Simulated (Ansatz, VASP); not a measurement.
**C: VASP beside Ansatz**

```
C
1.0
     2.31770    0.00000    0.00000
    -1.15885    2.00719    0.00000
     0.00000    0.00000   11.67720
C
12
Direct
  0.00000 0.00000 0.18686
  0.00000 0.00000 0.68686
  0.00000 0.00000 0.31314
  0.00000 0.00000 0.81314
  0.33333 0.66667 0.52077
  0.66667 0.33333 0.02077
  0.33333 0.66667 0.97923
  0.66667 0.33333 0.47923
  0.33333 0.66667 0.64506
  0.66667 0.33333 0.14506
  0.33333 0.66667 0.85494
  0.66667 0.33333 0.35494
```

Alike in both runs: task single point; functional LDA; k mesh 12 × 12 × 2; occupations gaussian, width 0.05 eV; no spin polarisation.

|  | VASP | Ansatz |
| --- | --- | --- |
| version | VASP 6.6.1 | Ansatz 0.2.0 |
| potentials or method | VASP PAW LDA potentials, release 64 (C), cutoff 520 eV | scalar-relativistic, plane waves, PAW |
| valence electrons in the cell | 48 | 48 |

```tsv
	VASP	Ansatz	Ansatz less VASP
gap on the k mesh at the Fermi level (eV)	5.10	5.11	+0.019
least direct gap on the mesh (eV)	5.46	5.46	-0.002
rms of the force components (eV/Å)	0.276	0.273	-0.0031
```

Ansatz warns that its potentials were made for another functional, while VASP's fit it. LDA's correlation is that of Perdew and Zunger in VASP and of Perdew and Wang (1992) in Ansatz. Atom by atom the forces differ by 0.003 eV/Å (rms over components).
